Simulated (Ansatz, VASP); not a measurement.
**One calculation of ReP2, two programs**

```
CELL_PARAMETERS angstrom
-3.43164 3.43164 2.87783
3.43164 -3.43164 2.87783
3.43164 3.43164 -2.87783
ATOMIC_POSITIONS crystal
Re 0.75000 0.25000 0.50000
Re 0.25000 0.75000 0.50000
P 0.00000 0.24251 0.24251
P 0.00000 0.75749 0.75749
P 0.24251 0.00000 0.24251
P 0.75749 0.00000 0.75749
```

Alike in both runs: functional PBE; k mesh 8 × 8 × 8; occupations gaussian, width 0.1 eV; no spin polarisation.

Ansatz relaxed the structure, and its values are those at the end. VASP's run is a single point on that final structure, the one shown.

```csv
,VASP,Ansatz
version,VASP 6.6.1,Ansatz 0.2.0
potentials or method,"VASP PAW PBE potentials, release 64 (Re, P), cutoff 520 eV","scalar-relativistic, plane waves, PAW"
valence electrons in the cell,34,50
```

```csv
,VASP,Ansatz,Ansatz less VASP
gap on the k mesh at the Fermi level (eV),none,none,-
pressure (GPa),0.3,0.0,-0.35
rms of the force components (eV/Å),0.062,0.000,-0.0618
```

A gap of «none» marks a metal or a gap that the smearing closes. VASP's potentials hold 34 valence electrons a cell and Ansatz's 50, so a difference there can come from the potentials and not from the codes.

Spin-orbit coupling is off throughout.
